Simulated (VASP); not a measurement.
# Pt (P6_3/mmc) in VASP: a series of runs, part 2 of 2

VASP 6.6.1. The steps go on from the part before.

### 5 Single point, r2SCAN

This run uses another cell than the first one, of 17.08 Å³/atom, 1.080 times its volume.

The input, POSCAR:

```
Pt
1.0
    2.8324034741      0.0000000000      0.0000000000
   -1.4162017370      2.4529334779      0.0000000000
    0.0000000000      0.0000000000      4.9166603240
Pt
2
Direct
    0.6666666667      0.3333333333      0.7500000000
    0.3333333333      0.6666666667      0.2500000000
```

The input, INCAR.step1:

```
PREC = Accurate
ENCUT = 520
ISMEAR = -1
SIGMA = 0.1
LREAL = F
LASPH = T
NELM = 80
NBANDS = 17
GGA = PE
ALGO = Normal
EDIFF = 1E-4
LWAVE = T
LCHARG = F
```

The input, INCAR.step2:

```
PREC = Accurate
ENCUT = 520
EDIFF = 1E-6
ISMEAR = -1
SIGMA = 0.1
LREAL = F
LASPH = T
NELM = 80
ALGO = Normal
ISIF = 2
LWAVE = F
LCHARG = F
METAGGA = R2SCAN
LMIXTAU = T
NBANDS = 17
ISTART = 1
```

The input, KPOINTS:

```
regular mesh
0
Gamma
  10 10 5
```

Potentials or basis: VASP PAW PBE potentials, release 64 (Pt).

The run is started by

```bash
> cat potpaw_PBE.64/Pt/POTCAR > POTCAR
> cp INCAR.step1 INCAR
> mpirun -np 1 vasp_std > vasp.out
> cp INCAR.step2 INCAR
> mpirun -np 1 vasp_std > vasp.out
```

OUTCAR:

```text
PREC = Accurate
   ENCUT = 520
   EDIFF = 1E-6
   ISMEAR = -1
   LREAL = F
   LASPH = T
   NELM = 80
   ISIF = 2
   METAGGA = R2SCAN
   ISTART = 1

 ion  position               nearest neighbor table
   1  0.667  0.333  0.750-   2 2.95   2 2.95   2 2.95   2 2.95   2 2.95   2 2.95
   2  0.333  0.667  0.250-   1 2.95   1 2.95   1 2.95   1 2.95   1 2.95   1 2.95

  LATTYP: Found a hexagonal cell.
 ALAT       =     2.8324034741
 C/A-ratio  =     1.7358615638

  Lattice vectors:

 A1 = (   2.8324034741,   0.0000000000,   0.0000000000)
 A2 = (  -1.4162017370,   2.4529334779,   0.0000000000)
 A3 = (   0.0000000000,   0.0000000000,   4.9166603240)

Analysis of symmetry for initial positions (statically):
=====================================================================
 Subroutine PRICEL returns:
 Original cell was already a primitive cell.

 Routine SETGRP: Setting up the symmetry group for a
 hexagonal supercell.

 Subroutine GETGRP returns: Found 24 space group operations
 (whereof 12 operations were pure point group operations)
 out of a pool of 24 trial point group operations.
[... 158 lines left out ...]
  ---------------------------------------------------
  ext. energy  EPLUGINS =         0.00000000
  ---------------------------------------------------
  free energy    TOTEN  =      -102.70407567 eV

  energy without entropy =     -102.58947351  energy(sigma->0) =     -102.64677459

 E-fermi :   8.7798     XC(G=0): -13.7510

 val. band max:        8.7718837760   @ k =   0.3000   0.2000   0.0000
 cond. band min:       8.7891905523   @ k =   0.3000   0.1000   0.4000
 fundamental gap:      0.0173067764
 Fermi energy:         8.7797899627

 k-point     1 :       0.0000    0.0000    0.0000
  band No.  band energies     occupation
      1      -0.3317      2.00000
      2       2.2435      2.00000
      3       5.2029      2.00000
      4       5.6538      2.00000
      5       5.6538      2.00000
      6       5.9760      2.00000
[... 457 lines left out ...]
      4       4.7055      2.00000
      5       5.7612      2.00000
      6       6.5486      2.00000
[... 9 lines left out ...]
     16      21.6635      0.00000
     17      23.4380      0.00000

 [... further k-points ...]
[... 5 lines left out ...]
  --------------------------------------------------------------------------------------
  -------------------------------------------------------------------------------------
  Total       -4.4382365     -4.4382370     -3.9607503     -0.0000000      0.0000000      0.0000000
  in kB     -208.1660652   -208.1660848   -185.7705867     -0.0000000      0.0000000      0.0000000
  external PRESSURE =    -200.7009122 kB  Pullay stress =       0.0000000 kB

 VOLUME and BASIS-vectors are now :
 -----------------------------------------------------------------------------
  energy-cutoff  :      520.00
  volume of cell :       34.16
      direct lattice vectors                 reciprocal lattice vectors
     2.832403474  0.000000000  0.000000000     0.353057045  0.203837570  0.000000000
    -1.416201737  2.452933478  0.000000000     0.000000000  0.407675140  0.000000000
     0.000000000  0.000000000  4.916660324     0.000000000  0.000000000  0.203390093

 POSITION                                       TOTAL-FORCE (eV/Angst)
 -----------------------------------------------------------------------------------
      1.41620      0.81764      3.68750         0.000000      0.000000      0.000000
     -0.00000      1.63529      1.22917        -0.000000      0.000000      0.000000
 -----------------------------------------------------------------------------------
    total drift:                                0.000000     -0.000000      0.000000

  FREE ENERGIE OF THE ION-ELECTRON SYSTEM (eV)
  ---------------------------------------------------
  free  energy   TOTEN  =      -102.7040756723 eV

  energy  without entropy=     -102.5894735092  energy(sigma->0) =     -102.64677459
```

OSZICAR.step1:

```text
N       E                     dE             d eps       ncg     rms          rms(c)
DAV:   1     0.100221500347E+03    0.10022E+03   -0.10271E+04  1428   0.112E+03
DAV:   2    -0.108656524925E+02   -0.11109E+03   -0.10526E+03  1541   0.241E+02
DAV:   3    -0.127445288842E+02   -0.18789E+01   -0.18411E+01  1805   0.303E+01
DAV:   4    -0.127547937546E+02   -0.10265E-01   -0.10262E-01  1650   0.229E+00
DAV:   5    -0.127548968453E+02   -0.10309E-03   -0.10309E-03  1771   0.251E-01    0.129E+01
DAV:   6    -0.120500579286E+02    0.70484E+00   -0.12524E+00  1505   0.974E+00    0.689E+00
DAV:   7    -0.120022155797E+02    0.47842E-01   -0.13686E-01  1672   0.317E+00    0.298E+00
DAV:   8    -0.119976872001E+02    0.45284E-02   -0.11896E-02  1539   0.825E-01    0.630E-01
DAV:   9    -0.119974135107E+02    0.27369E-03   -0.25548E-04  1573   0.131E-01    0.335E-02
DAV:  10    -0.119974283072E+02   -0.14796E-04   -0.97447E-06   772   0.229E-02
   1 F= -.11997428E+02 E0= -.11935695E+02  d E =-.123467E+00
```

It took 62 s on 1 thread of Intel Xeon Platinum 8259CL at 2.50GHz (Skylake/Cascade Lake), shared host; peak memory 0.17 GiB.

Results:

```
Free energy            : -102.7041 eV
Pressure               : -20.1 GPa
Band gap on the k mesh : zero (band 10 reaches 9.19 eV, above the bottom of band 11 at 8.12 eV)
```

Levels at points of the mesh, in eV from the Fermi level:
| k point | band 8 | band 9 | band 10 | band 11 | band 12 | band 13 |
| --- | --- | --- | --- | --- | --- | --- |
| (0.00, 0.00, 0.00) | -1.70 | -1.70 | -0.27 | -0.27 | -0.18 | 4.41 |
| (0.50, 0.00, 0.00) | -0.08 | 0.24 | 0.41 | 2.29 | 3.67 | 7.27 |

Caveat: the PAW data sets were made with another functional, which shifts forces and pressure a little; spin-orbit coupling is left out, which moves the levels of the heavy elements.

### 6 Single point, r2SCAN

This run uses another cell than the first one, of 15.39 Å³/atom, 0.973 times its volume.

The input, POSCAR:

```
Pt
1.0
    2.7359053299      0.0000000000      0.0000000000
   -1.3679526649      2.3693636296      0.0000000000
    0.0000000000      0.0000000000      4.7491529044
Pt
2
Direct
    0.6666666667      0.3333333333      0.7500000000
    0.3333333333      0.6666666667      0.2500000000
```

The input, INCAR.step1:

```
PREC     = Accurate       # precision mode
ENCUT    = 550            # plane-wave cutoff, eV
ISMEAR   = -1             # smearing method
SIGMA    = 0.1            # smearing width, eV
LREAL    = False          # projectors in reciprocal space
LASPH    = True           # aspherical terms in the spheres
NELM     = 120            # most SCF steps
NBANDS   = 25             # bands
GGA      = PE             # functional
ALGO     = Normal         # electronic algorithm
EDIFF    = 1E-5           # SCF threshold, eV
LWAVE    = True           # write WAVECAR
LCHARG   = False          # write CHGCAR
GGA_COMPAT= False
```

The input, INCAR.step2:

```
PREC     = Accurate       # precision mode
ENCUT    = 550            # plane-wave cutoff, eV
EDIFF    = 1E-6           # SCF threshold, eV
ISMEAR   = -1             # smearing method
SIGMA    = 0.1            # smearing width, eV
LREAL    = False          # projectors in reciprocal space
LASPH    = True           # aspherical terms in the spheres
NELM     = 120            # most SCF steps
ALGO     = Normal         # electronic algorithm
ISIF     = 2              # what is computed and relaxed
LWAVE    = False          # write WAVECAR
LCHARG   = False          # write CHGCAR
METAGGA  = R2SCAN         # meta-GGA
LMIXTAU  = True         
NBANDS   = 25             # bands
ISTART   = 1            
GGA_COMPAT= False
```

The input, KPOINTS:

```
Automatic mesh
0
Gamma
  10 10 5
```

Potentials or basis: VASP PAW PBE potentials, release 64 (Pt_sv_GW).

The run is started by

```bash
> cat potpaw_PBE.64/Pt_sv_GW/POTCAR > POTCAR
> cp INCAR.step1 INCAR
> mpirun -np 1 vasp_std > vasp.out
> cp INCAR.step2 INCAR
> mpirun -np 1 vasp_std > vasp.out
```

OUTCAR:

```text
PREC = Accurate
   ENCUT = 550
   EDIFF = 1E-6
   ISMEAR = -1
   LREAL = False
   LASPH = True
   NELM = 120
   ISIF = 2
   METAGGA = R2SCAN
   ISTART = 1

 ion  position               nearest neighbor table
   1  0.667  0.333  0.750-   2 2.85   2 2.85   2 2.85   2 2.85   2 2.85   2 2.85
   2  0.333  0.667  0.250-   1 2.85   1 2.85   1 2.85   1 2.85   1 2.85   1 2.85

  LATTYP: Found a hexagonal cell.
 ALAT       =     2.7359053299
 C/A-ratio  =     1.7358615638

  Lattice vectors:

 A1 = (   2.7359053299,   0.0000000000,   0.0000000000)
 A2 = (  -1.3679526649,   2.3693636296,   0.0000000000)
 A3 = (   0.0000000000,   0.0000000000,   4.7491529044)

Analysis of symmetry for initial positions (statically):
=====================================================================
 Subroutine PRICEL returns:
 Original cell was already a primitive cell.

 Routine SETGRP: Setting up the symmetry group for a
 hexagonal supercell.

 Subroutine GETGRP returns: Found 24 space group operations
 (whereof 12 operations were pure point group operations)
[... 162 lines left out ...]
  free energy    TOTEN  =      -102.74755144 eV

  energy without entropy =     -102.64950088  energy(sigma->0) =     -102.69852616

 E-fermi :  10.1022     XC(G=0): -15.1086

 val. band max:       10.0949022859   @ k =   0.3000   0.2000   0.0000
 cond. band min:      10.1119029970   @ k =   0.4000  -0.0000   0.0000
 fundamental gap:      0.0170007110
 Fermi energy:        10.1022305148

 k-point     1 :       0.0000    0.0000    0.0000
  band No.  band energies     occupation
      1     -90.4550      2.00000
      2     -90.4301      2.00000
      3     -44.1689      2.00000
      4     -43.9086      2.00000
      5     -43.9086      2.00000
      6     -43.8612      2.00000
[... 661 lines left out ...]
     24      23.7716      0.00000
     25      25.2712      0.00000

 [... further k-points ...]

------------------------ aborting loop because EDIFF is reached ----------------------------------------

  FORCE on cell =-STRESS in cart. coord.  units (eV):
  Direction    XX          YY          ZZ          XY          YZ          ZX
  --------------------------------------------------------------------------------------
  -------------------------------------------------------------------------------------
  Total       -0.2627777     -0.2627778     -0.3570819     -0.0000000     -0.0000000      0.0000000
  in kB      -13.6757204    -13.6757217    -18.5835843     -0.0000000     -0.0000000      0.0000000
  external PRESSURE =     -15.3116754 kB  Pullay stress =       0.0000000 kB

 VOLUME and BASIS-vectors are now :
 -----------------------------------------------------------------------------
  energy-cutoff  :      550.00
  volume of cell :       30.79
      direct lattice vectors                 reciprocal lattice vectors
     2.735905330  0.000000000  0.000000000     0.365509723  0.211027127  0.000000000
    -1.367952665  2.369363630  0.000000000     0.000000000  0.422054254  0.000000000
     0.000000000  0.000000000  4.749152904     0.000000000  0.000000000  0.210563867

 POSITION                                       TOTAL-FORCE (eV/Angst)
 -----------------------------------------------------------------------------------
      1.36795      0.78979      3.56186        -0.000000      0.000000      0.000000
     -0.00000      1.57958      1.18729         0.000000     -0.000000      0.000000
 -----------------------------------------------------------------------------------
    total drift:                               -0.000000      0.000000     -0.000000

  FREE ENERGIE OF THE ION-ELECTRON SYSTEM (eV)
  ---------------------------------------------------
  free  energy   TOTEN  =      -102.7475514388 eV

  energy  without entropy=     -102.6495008760  energy(sigma->0) =     -102.69852616
```

OUTCAR.step1:

```text
PREC = Accurate
   ENCUT = 550
   ISMEAR = -1
   LREAL = False
   LASPH = True
[... 896 lines left out ...]
      1.36795      0.78979      3.56186         0.000000     -0.000000      0.000000
     -0.00000      1.57958      1.18729        -0.000000      0.000000      0.000000
 -----------------------------------------------------------------------------------
    total drift:                               -0.000000      0.000000     -0.000000

  FREE ENERGIE OF THE ION-ELECTRON SYSTEM (eV)
  ---------------------------------------------------
  free  energy   TOTEN  =       -12.0600159325 eV

  energy  without entropy=      -11.9545339380  energy(sigma->0) =      -12.00727494
```

OSZICAR.step1:

```text
N       E                     dE             d eps       ncg     rms          rms(c)
DAV:   1     0.426847219961E+03    0.42685E+03   -0.27965E+04  2308   0.167E+03
DAV:   2     0.230022661242E+00   -0.42662E+03   -0.41749E+03  2511   0.600E+02
DAV:   3    -0.139619990366E+02   -0.14192E+02   -0.14054E+02  2417   0.106E+02
DAV:   4    -0.140502931506E+02   -0.88294E-01   -0.88215E-01  2509   0.879E+00
DAV:   5    -0.140507606641E+02   -0.46751E-03   -0.46741E-03  2489   0.594E-01    0.900E+01
DAV:   6    -0.121608897385E+02    0.18899E+01   -0.36539E+00  2206   0.157E+01    0.480E+01
DAV:   7    -0.120949448364E+02    0.65945E-01   -0.75664E-01  2535   0.639E+00    0.784E+00
DAV:   8    -0.120602269798E+02    0.34718E-01   -0.15180E-01  2262   0.363E+00    0.633E-01
DAV:   9    -0.120600582962E+02    0.16868E-03   -0.28245E-03  2246   0.544E-01    0.307E-01
DAV:  10    -0.120600112058E+02    0.47090E-04   -0.78634E-05  2620   0.107E-01    0.181E-01
DAV:  11    -0.120600159325E+02   -0.47267E-05   -0.17097E-05  1395   0.366E-02
   1 F= -.12060016E+02 E0= -.12007275E+02  d E =-.105482E+00
```

Run time: 4.3 min. Hardware: 1 thread of AMD EPYC 7R43 (Zen 3), shared host; peak memory 0.15 GiB.

Results:

```yaml
Free_energy: -102.7476 eV
Pressure: -1.5 GPa
Band_gap_on_the_k_mesh: zero (band 18 reaches 10.63 eV, above the bottom of band 19 at 9.33 eV)
```

Caveat: the PAW data sets were made with another functional, which shifts forces and pressure a little; spin-orbit coupling is left out, which moves the levels of the heavy elements.

### 7 Overview

| potentials or basis | cell | cutoff (eV) | second run | gap on the mesh (eV) | pressure (GPa) |
| --- | --- | --- | --- | --- | --- |
| VASP PAW PBE potentials, release 64 (Pt) | a = 2.761, b = 2.761, c = 4.792 Å, angles 90.0, 90.0, 120.0°, 2 atoms | 520 | - | none | -5.6 |
| VASP PAW PBE potentials, release 64 (Pt) | a = 2.785, b = 2.785, c = 4.834 Å, angles 90.0, 90.0, 120.0°, 2 atoms | 520 | - | none | -11.3 |
| VASP PAW PBE potentials, release 64 (Pt) | a = 2.809, b = 2.809, c = 4.876 Å, angles 90.0, 90.0, 120.0°, 2 atoms | 520 | - | none | -16.1 |
| VASP PAW PBE potentials, release 64 (Pt) | a = 2.832, b = 2.832, c = 4.917 Å, angles 90.0, 90.0, 120.0°, 2 atoms | 520 | - | none | -20.1 |
| VASP PAW PBE potentials, release 64 (Pt_sv_GW) | a = 2.736, b = 2.736, c = 4.749 Å, angles 90.0, 90.0, 120.0°, 2 atoms | 550 | valence_matched | none | -1.5 |

Alike in all rows: task single point; level r2SCAN; no spin polarisation; k mesh 10 × 10 × 5; smearing fermi-dirac 0.1 eV.

Caveats: the PAW data sets were made with another functional, which shifts forces and pressure a little; spin-orbit coupling is left out, which moves the levels of the heavy elements.

Total energies depend on the potentials used, so only differences within one code and one set of settings carry meaning.
